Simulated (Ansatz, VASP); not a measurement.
## Two plane-wave programs on C

```
CELL_PARAMETERS angstrom
2.11432 0.00000 0.00000
-1.05716 1.83106 0.00000
0.00000 0.00000 3.59384
ATOMIC_POSITIONS crystal
C 0.33333 0.66667 0.25000
C 0.66667 0.33333 0.75000
```

Alike in both runs: functional r2SCAN; k mesh 9 × 9 × 4; occupations gaussian, width 0.1 eV; no spin polarisation.

Ansatz relaxed the structure, and its values are those at the end. VASP's run is a single point on that final structure, the one shown.

|  | VASP | Ansatz |
| --- | --- | --- |
| version | VASP 6.6.1 | Ansatz 0.2.0 |
| potentials or method | VASP PAW PBE potentials, release 64 (C), cutoff 520 eV | scalar-relativistic, plane waves, PAW |
| valence electrons in the cell | 8 | 8 |

|  | VASP | Ansatz | Ansatz less VASP |
| --- | --- | --- | --- |
| gap on the k mesh at the Fermi level (eV) | none | none | - |
| pressure (GPa) | 0.1 | -0.1 | -0.15 |

VASP's potentials were made for PBE, not for r2SCAN. A gap of «none» marks a metal or a gap that the smearing closes.

The k mesh is coarse, so the values compare programs but aren't converged.
